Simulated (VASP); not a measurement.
# SrO in VASP: further runs

SrO is run at these levels: PBE; tasks: single point.

Everything below comes from runs of VASP 6.6.1. Logs are shortened: lines on timing, memory, paths and dates and some standing lists are left out, and cuts for length are marked.

## (1) The cell of the first run

It takes space group R-3m (No. 166, trigonal). Conventional cell: a = 4.388 Å, b = 4.388 Å, c = 5.504 Å, α = 90.00°, β = 90.00°, γ = 120.00°. Sr (site symmetry -3m) has 8 O at 2.69 to 2.75 Å and 6 Sr at 3.13 Å within 3.6 Å. Within 3.6 Å of O (site symmetry -3m) lie 8 Sr at 2.69 to 2.75 Å and 6 O at 3.13 Å.

## (2) Single point, PBE (strain along [111] +2.4%)

INCAR

```
PREC = Accurate ; ENCUT = 520
EDIFF = 1E-7 ; ISMEAR = -1
SIGMA = 0.02 ; LREAL = False
LASPH = True ; NELM = 100
ALGO = Normal ; ISIF = 2
LWAVE = False ; LCHARG = True
GGA = PE ; LELF = True
LVHAR = True ; NBANDS = 15
```

KPOINTS

```
Automatic mesh
0
Gamma
  8 8 8
```

POSCAR

```
SrO
1.0
    3.1277914191      0.0249263494      0.0249263494
    0.0249263494      3.1277914191      0.0249263494
    0.0249263494      0.0249263494      3.1277914191
Sr O
1 1
Direct
    0.0000000000      0.0000000000      0.0000000000
    0.5000000000      0.5000000000      0.5000000000
```

Potentials or basis: VASP PAW PBE potentials, release 64 (Sr_sv, O).

Launch:

```sh
$ cat potpaw_PBE.64/Sr_sv/POTCAR potpaw_PBE.64/O/POTCAR > POTCAR
$ mpirun -np 1 vasp_std > vasp.out
```

OUTCAR:

```text
PREC = Accurate
   ENCUT = 520
   EDIFF = 1E-7
   ISMEAR = -1
   LREAL = False
   LASPH = True
   NELM = 100
   ISIF = 2
   GGA = PE

 ion  position               nearest neighbor table
   1  0.000  0.000  0.000-   2 2.69   2 2.69   2 2.69   2 2.69   2 2.69   2 2.69   2 2.75   2 2.75

   2  0.500  0.500  0.500-   1 2.69   1 2.69   1 2.69   1 2.69   1 2.69   1 2.69   1 2.75   1 2.75

  LATTYP: Found a trigonal (rhomboedric) cell.
 ALAT       =     3.1279900587
 COS(alpha) =     0.0160001040

  Lattice vectors:

 A1 = (   3.1277914191,   0.0249263494,   0.0249263494)
 A2 = (   0.0249263494,   3.1277914191,   0.0249263494)
 A3 = (   0.0249263494,   0.0249263494,   3.1277914191)

Analysis of symmetry for initial positions (statically):
=====================================================================
 Subroutine PRICEL returns:
 Original cell was already a primitive cell.

 Routine SETGRP: Setting up the symmetry group for a
 trigonal (rhombohedral) supercell.

 Subroutine GETGRP returns: Found 12 space group operations
 (whereof 12 operations were pure point group operations)
 out of a pool of 12 trial point group operations.

The static configuration has the point symmetry D_3d.
[... 5 lines left out ...]

 Routine SETGRP: Setting up the symmetry group for a
 trigonal (rhombohedral) supercell.

 Subroutine GETGRP returns: Found 12 space group operations
 (whereof 12 operations were pure point group operations)
 out of a pool of 12 trial point group operations.

The dynamic configuration has the point symmetry D_3d.

 Subroutine INISYM returns: Found 12 space group operations
 (whereof 12 operations are pure point group operations),
 and found     1 'primitive' translations

----------------------------------------------------------------------------------------

                                     Primitive cell

  volume of cell :      30.5936

  direct lattice vectors                    reciprocal lattice vectors
     3.127791419  0.024926349  0.024926349     0.319754708 -0.002528078 -0.002528078
     0.024926349  3.127791419  0.024926349    -0.002528078  0.319754708 -0.002528078
     0.024926349  0.024926349  3.127791419    -0.002528078 -0.002528078  0.319754708

  length of vectors
     3.127990059  3.127990059  3.127990059     0.319774695  0.319774695  0.319774695

  position of ions in fractional coordinates (direct lattice)
     0.000000000  0.000000000  0.000000000
     0.500000000  0.500000000  0.500000000

  ion indices of the primitive-cell ions
   primitive index   ion index
                 1           1
                 2           2

----------------------------------------------------------------------------------------

 KPOINTS: Automatic mesh

Automatic generation of k-mesh.
 Grid dimensions read from file:
 generate k-points for:    8    8    8

 Generating k-lattice:

  Cartesian coordinates                     Fractional coordinates (reciprocal lattice)
     0.039969338 -0.000316010 -0.000316010     0.125000000  0.000000000  0.000000000
    -0.000316010  0.039969338 -0.000316010     0.000000000  0.125000000  0.000000000
    -0.000316010 -0.000316010  0.039969338     0.000000000  0.000000000  0.125000000

  Length of vectors
     0.039971837  0.039971837  0.039971837

  Shift w.r.t. Gamma in fractional coordinates (k-lattice)
     0.000000000  0.000000000  0.000000000

 Subroutine IBZKPT returns following result:
 ===========================================

 Found     65 irreducible k-points:

 Following reciprocal coordinates:
            Coordinates               Weight
  0.000000  0.000000  0.000000      1.000000
  0.125000  0.000000  0.000000      6.000000
  0.250000  0.000000  0.000000      6.000000
  0.375000  0.000000  0.000000      6.000000
  0.500000  0.000000  0.000000      3.000000
  0.125000  0.125000  0.000000      6.000000
[... 16 lines left out ...]
  0.250000  0.125000  0.125000      6.000000
  0.375000  0.125000  0.125000      6.000000
 [... further k-points ...]
   k-points           NKPTS =     65   k-points in BZ     NKDIM =     65   number of bands    NBANDS=     15
   number of dos      NEDOS =    301   number of ions     NIONS =      2
   total plane-waves  NPLWV =  13824
   dimension x,y,z NGX =    24 NGY =   24 NGZ =   24
   dimension x,y,z NGXF=    48 NGYF=   48 NGZF=   48
   ions per type =               1   1
   NGX,Y,Z   is equivalent  to a cutoff of  12.76, 12.76, 12.76 a.u.
   NGXF,Y,Z  is equivalent  to a cutoff of  25.51, 25.51, 25.51 a.u.
 SYSTEM =  unknown system
   PREC   = accura    normal or accurate (medium, high low for compatibility)
   ISTART =      0    job   : 0-new  1-cont  2-samecut
   ICHARG =      2    charge: 1-file 2-atom 10-const
   ISPIN  =      1    spin polarized calculation?
   LNONCOLLINEAR =      F non collinear calculations
   LSORBIT =      F    spin-orbit coupling
   LASPH  =      T    aspherical Exc in radial PAW
   ENCUT  =  520.0 eV  38.22 Ry    6.18 a.u.   5.82  5.82  5.82*2*pi/ulx,y,z
   NELM   =    100;   NELMIN=  2; NELMDL= -5     # of ELM steps
   EDIFF  = 0.1E-06   stopping-criterion for ELM
   LREAL  =      F    real-space projection
   EDIFFG = 0.1E-05   stopping-criterion for IOM
   NSW    =      0    number of steps for IOM
   IBRION =     -1    ionic relax: 0-MD 1-quasi-New 2-CG
   NFREE  =      0    steps in history (QN), initial steepest desc. (CG)
   ISIF   =      2    stress and relaxation
   ISYM   =      2    0-nonsym 1-usesym 2-fastsym
   POTIM  = 0.5000    time-step for ionic-motion
   TEBEG  =    0.0;   TEEND  =   0.0 temperature during run
   PSTRESS=    0.0 pullay stress
   NELECT =      16.0000    total number of electrons
   NUPDOWN=      -1.0000    fix difference up-down
   EMIN   =  10.00;   EMAX   =-10.00  energy-range for DOS
   EFERMI =   0.00;   METHOD = LEGACY
   ISMEAR =    -1;   SIGMA  =   0.02  broadening in eV -4-tet -1-fermi 0-gaus
   EFERMI_NEDOS =   21; number of points for ismear=-14 and -15
   IALGO  =     38    algorithm
   IMIX   =      4    mixing-type and parameters
     AMIX     =   0.40;   BMIX     =  1.00
     AMIX_MAG =   1.60;   BMIX_MAG =  1.00
  volume/ion in A,a.u.               =      15.30       103.23
  Fermi-wavevector in a.u.,A,eV,Ry     =   1.318979  2.492509 23.670124  1.739705
  Thomas-Fermi vector in A             =   2.448910
   LORBIT       =      0    0 simple, 1 ext, 2 COOP (PROOUT), +10 PAW based schemes
   GGA     = PE    functional components
   LHFCALC =     F    Hartree Fock is set to
   AEXX    =    0.0000 exact exchange contribution
   IVDW    =     0    specifies the selected vdW correction
   LEPSILON=     F    determine dielectric tensor
   LRPA    =     F    only Hartree local field effects (RPA)
 non-spin polarized calculation
  energy-cutoff  :      520.00
  volume of cell :       30.59
 maximum number of plane-waves:       840
   NGX = 11   NGY = 11   NGZ = 11

 number of electron      16.0000003 magnetization

 Free energy of the ion-electron system (eV)
  ---------------------------------------------------
  ext. energy  EPLUGINS =         0.00000000
  ---------------------------------------------------
  free energy    TOTEN  =       -11.22229405 eV

  energy without entropy =      -11.22229405  energy(sigma->0) =      -11.22229405

 E-fermi :   3.3737     XC(G=0): -10.7036

 val. band max:        3.0010651696   @ k =   0.5000   0.5000   0.0000
 cond. band min:       5.7596860123   @ k =   0.0000   0.0000   0.0000
 fundamental gap:      2.7586208427
 Fermi energy:         3.3736874658

 k-point     1 :       0.0000    0.0000    0.0000
  band No.  band energies     occupation
      1     -30.9194      2.00000
      2     -12.6514      2.00000
      3     -12.1568      2.00000
      4     -12.1568      2.00000
      5     -12.1483      2.00000
      6       2.9214      2.00000
      7       2.9271      2.00000
      8       2.9271      2.00000
      9       5.7597      0.00000
     10       5.7597      0.00000
     11       7.4552      0.00000
     12      13.3383      0.00000
     13      13.3383      0.00000
     14      13.4266      0.00000
     15      22.3756      0.00000

 k-point     2 :       0.1250    0.0000    0.0000
  band No.  band energies     occupation
      1     -30.8900      2.00000
      2     -13.1846      2.00000
      3     -12.1290      2.00000
      4     -12.1247      2.00000
      5     -11.7728      2.00000
      6       2.3069      2.00000
      7       2.8396      2.00000
      8       2.8540      2.00000
      9       5.8955      0.00000
     10       6.4891      0.00000
     11       8.1207      0.00000
     12      13.1155      0.00000
     13      13.1155      0.00000
     14      13.4442      0.00000
     15      20.3332      0.00000

 k-point     3 :       0.2500    0.0000    0.0000
  band No.  band energies     occupation
      1     -30.8178      2.00000
      2     -13.9320      2.00000
      3     -12.0610      2.00000
      4     -12.0607      2.00000
      5     -11.3606      2.00000
      6       1.2248      2.00000
      7       2.6222      2.00000
      8       2.6790      2.00000
      9       6.2563      0.00000
     10       8.1694      0.00000
     11       9.6364      0.00000
     12      12.5875      0.00000
     13      12.6969      0.00000
     14      13.6333      0.00000
     15      17.8833      0.00000
[... 343 lines left out ...]
 k-point    23 :       0.2500    0.1250    0.1250
  band No.  band energies     occupation
      1     -30.7630      2.00000
      2     -13.8013      2.00000
      3     -12.4334      2.00000
      4     -12.2656      2.00000
      5     -11.2519      2.00000
      6       1.4143      2.00000
      7       2.2762      2.00000
      8       2.5282      2.00000
      9       7.1486      0.00000
     10       8.4902      0.00000
     11       9.8364      0.00000
     12      12.1035      0.00000
     13      12.1639      0.00000
     14      12.7311      0.00000
     15      19.4370      0.00000

 k-point    24 :       0.3750    0.1250    0.1250
  band No.  band energies     occupation
      1     -30.6907      2.00000
      2     -14.2938      2.00000
      3     -12.2900      2.00000
      4     -12.1891      2.00000
      5     -11.2265      2.00000
      6       0.7674      2.00000
      7       2.0273      2.00000
      8       2.6123      2.00000
      9       7.4493      0.00000
     10       9.7996      0.00000
     11      10.2099      0.00000
     12      11.8285      0.00000
     13      12.5997      0.00000
     14      13.2303      0.00000
     15      17.9564      0.00000

 [... further k-points ...]
[... 5 lines left out ...]
  --------------------------------------------------------------------------------------
  -------------------------------------------------------------------------------------
  Total        0.2478397      0.2478397      0.2478397      0.0160170      0.0160170      0.0160170
  in kB       12.9792729     12.9792729     12.9792729      0.8388060      0.8388060      0.8388060
  external PRESSURE =      12.9792729 kB  Pullay stress =       0.0000000 kB

 VOLUME and BASIS-vectors are now :
 -----------------------------------------------------------------------------
  energy-cutoff  :      520.00
  volume of cell :       30.59
      direct lattice vectors                 reciprocal lattice vectors
     3.127791419  0.024926349  0.024926349     0.319754708 -0.002528078 -0.002528078
     0.024926349  3.127791419  0.024926349    -0.002528078  0.319754708 -0.002528078
     0.024926349  0.024926349  3.127791419    -0.002528078 -0.002528078  0.319754708

 POSITION                                       TOTAL-FORCE (eV/Angst)
 -----------------------------------------------------------------------------------
      0.00000      0.00000      0.00000        -0.000000     -0.000000      0.000000
      1.58882      1.58882      1.58882         0.000000      0.000000      0.000000
 -----------------------------------------------------------------------------------
    total drift:                                0.000000      0.000000     -0.000000

  FREE ENERGIE OF THE ION-ELECTRON SYSTEM (eV)
  ---------------------------------------------------
  free  energy   TOTEN  =       -11.2222940509 eV

  energy  without entropy=      -11.2222940508  energy(sigma->0) =      -11.22229405
```

It took 22 s on 1 thread of Intel Xeon Platinum 8259CL at 2.50GHz (Skylake/Cascade Lake), shared host; peak memory 0.16 GiB.

What came out:

* Free energy: -11.2223 eV
* Pressure: 1.3 GPa
* Band gap on the k mesh: 2.76 eV, indirect (least direct gap 2.83 eV)

Stress tensor (GPa, compression positive):
```
1.30 0.08 0.08
0.08 1.30 0.08
0.08 0.08 1.30
```

Levels at points of the mesh, in eV from the valence-band top:
| k point | band 6 | band 7 | band 8 | band 9 | band 10 | band 11 |
| --- | --- | --- | --- | --- | --- | --- |
| (0.00, 0.00, 0.00) | -0.08 | -0.07 | -0.07 | 2.76 | 2.76 | 4.45 |
| (0.50, 0.00, 0.00) | -2.93 | -0.70 | -0.59 | 3.88 | 7.20 | 9.08 |
| (0.50, 0.50, 0.00) | -1.25 | -1.20 | 0.00 | 4.10 | 4.51 | 7.46 |
| (0.50, 0.50, 0.50) | -2.89 | -2.87 | -2.87 | 7.96 | 8.26 | 8.26 |

Caveat: the cell differs from its parent crystal (strain along [111] +2.4%). A k mesh can miss the band edges.

## (3) Single point, PBE (biaxial xy strain -1.7%)

INCAR

```
PREC = Accurate
ENCUT = 520
EDIFF = 1E-6
ISMEAR = -1
SIGMA = 0.02
LREAL = False
LASPH = True
NELM = 80
ALGO = Normal
ISIF = 2
LWAVE = False
LCHARG = True
GGA = PE
LELF = True
LVHAR = True
NBANDS = 15
```

KPOINTS is that of step 2.

POSCAR

```
SrO
1.0
    3.0510472231      0.0000000000      0.0000000000
    0.0000000000      3.0510472231      0.0000000000
    0.0000000000      0.0000000000      3.1028650697
Sr O
1 1
Direct
    0.0000000000      0.0000000000      0.0000000000
    0.5000000000      0.5000000000      0.5000000000
```

Potentials or basis: VASP PAW PBE potentials, release 64 (Sr_sv, O).

Launch:

```sh
$ cat potpaw_PBE.64/Sr_sv/POTCAR potpaw_PBE.64/O/POTCAR > POTCAR
$ mpirun -np 1 vasp_std > vasp.out
```

OUTCAR:

```text
PREC = Accurate
   ENCUT = 520
   EDIFF = 1E-6
   ISMEAR = -1
   LREAL = False
   LASPH = True
   NELM = 80
   ISIF = 2
   GGA = PE

 ion  position               nearest neighbor table
   1  0.000  0.000  0.000-   2 2.66   2 2.66   2 2.66   2 2.66   2 2.66   2 2.66   2 2.66   2 2.66

   2  0.500  0.500  0.500-   1 2.66   1 2.66   1 2.66   1 2.66   1 2.66   1 2.66   1 2.66   1 2.66

  LATTYP: Found a simple tetragonal cell.
 ALAT       =     3.0510472231
 C/A-ratio  =     1.0169836265

  Lattice vectors:
[... 610 lines left out ...]
      9       8.0979      0.00000
     10      10.7624      0.00000
     11      11.1128      0.00000
     12      12.2607      0.00000
     13      13.3791      0.00000
     14      16.0287      0.00000
     15      17.9714      0.00000

 [... further k-points ...]
[... 5 lines left out ...]
  --------------------------------------------------------------------------------------
  -------------------------------------------------------------------------------------
  Total        1.6513931      1.6513931      0.6923367      0.0000000      0.0000000      0.0000000
  in kB       91.6010186     91.6010186     38.4031773      0.0000000      0.0000000      0.0000000
  external PRESSURE =      73.8684048 kB  Pullay stress =       0.0000000 kB

 VOLUME and BASIS-vectors are now :
 -----------------------------------------------------------------------------
  energy-cutoff  :      520.00
  volume of cell :       28.88
      direct lattice vectors                 reciprocal lattice vectors
     3.051047223  0.000000000  0.000000000     0.327756317  0.000000000  0.000000000
     0.000000000  3.051047223  0.000000000     0.000000000  0.327756317  0.000000000
     0.000000000  0.000000000  3.102865070     0.000000000  0.000000000  0.322282786

 POSITION                                       TOTAL-FORCE (eV/Angst)
 -----------------------------------------------------------------------------------
      0.00000      0.00000      0.00000         0.000000      0.000000      0.000000
      1.52552      1.52552      1.55143         0.000000      0.000000      0.000000
 -----------------------------------------------------------------------------------
    total drift:                                0.000000      0.000000     -0.000000

  FREE ENERGIE OF THE ION-ELECTRON SYSTEM (eV)
  ---------------------------------------------------
  free  energy   TOTEN  =       -11.1709446379 eV

  energy  without entropy=      -11.1709446379  energy(sigma->0) =      -11.17094464
```

OSZICAR:

```text
N       E                     dE             d eps       ncg     rms          rms(c)
DAV:   1     0.668824862888E+02    0.66882E+02   -0.86616E+03  2250   0.107E+03
DAV:   2    -0.104118662116E+02   -0.77294E+02   -0.71733E+02  3144   0.228E+02
DAV:   3    -0.131324039500E+02   -0.27205E+01   -0.27112E+01  2680   0.377E+01
DAV:   4    -0.131774951607E+02   -0.45091E-01   -0.45078E-01  2986   0.472E+00
DAV:   5    -0.131789901551E+02   -0.14950E-02   -0.14950E-02  2803   0.658E-01    0.168E+01
DAV:   6    -0.112992020652E+02    0.18798E+01   -0.47992E+00  2411   0.182E+01    0.190E+01
DAV:   7    -0.112044436266E+02    0.94758E-01   -0.26537E-01  2589   0.400E+00    0.112E+01
DAV:   8    -0.111699942954E+02    0.34449E-01   -0.11975E-01  2887   0.331E+00    0.925E-01
DAV:   9    -0.111709479364E+02   -0.95364E-03   -0.68573E-03  2945   0.687E-01    0.249E-01
DAV:  10    -0.111709006261E+02    0.47310E-04   -0.73965E-04  2530   0.292E-01    0.840E-02
DAV:  11    -0.111709451255E+02   -0.44499E-04   -0.87165E-05  2639   0.894E-02    0.343E-02
DAV:  12    -0.111709454828E+02   -0.35736E-06   -0.12311E-05  3113   0.371E-02    0.107E-02
DAV:  13    -0.111709446379E+02    0.84498E-06   -0.23678E-06  2516   0.161E-02
   1 F= -.11170945E+02 E0= -.11170945E+02  d E =-.132015E-12
```

It took 26 s on 1 thread of Intel Xeon Platinum 8259CL at 2.50GHz (Skylake/Cascade Lake), shared host; peak memory 0.15 GiB.

What came out:

```yaml
Free_energy: -11.1709 eV
Pressure: 7.4 GPa
Band_gap_on_the_k_mesh: 2.69 eV, indirect (least direct gap 2.74 eV)
```

Caveat: the cell differs from its parent crystal (biaxial xy strain -1.7%).
